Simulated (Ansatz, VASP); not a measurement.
# Si2TeS3 in VASP and in Ansatz

```
Si Te S
1.0
     5.19916    0.00000    0.00000
    -2.59958    4.50261    0.00000
     0.00000    0.00000    4.89945
Si Te S
2 1 3
Direct
  0.33333 0.66667 0.00000
  0.66667 0.33333 0.00000
  0.00000 0.00000 0.00000
  0.50000 0.00000 0.50000
  0.00000 0.50000 0.50000
  0.50000 0.50000 0.50000
```

Change from the starting cell: species swapped into the CeCo3Cu2 type (P6/mmm, No. 191).

Alike in both runs: functional PBE; k mesh 12 × 12 × 8; occupations gaussian, width 0.1 eV; no spin polarisation.

Ansatz relaxed the structure, and its values are those at the end. VASP's run is a single point on that final structure, the one shown.

|  | VASP | Ansatz |
| --- | --- | --- |
| version | VASP 6.6.1 | Ansatz 0.2.0 |
| potentials or method | VASP PAW PBE potentials, release 64 (Si, Te, S), cutoff 520 eV | scalar-relativistic, plane waves, PAW |
| valence electrons in the cell | 32 | 42 |

VASP gave:

| Quantity | Value |
| --- | --- |
| gap on the k mesh at the Fermi level (eV) | none |
| pressure (GPa) | -0.1 |

Task: What did Ansatz give for the same quantities?

Result: gap on the k mesh at the Fermi level (eV): none; pressure (GPa): 0.0.

A gap of «none» marks a metal or a gap that the smearing closes. VASP's potentials hold 32 valence electrons a cell and Ansatz's 42, so a difference there can come from the potentials and not from the codes.

Neither program's run includes spin-orbit coupling.
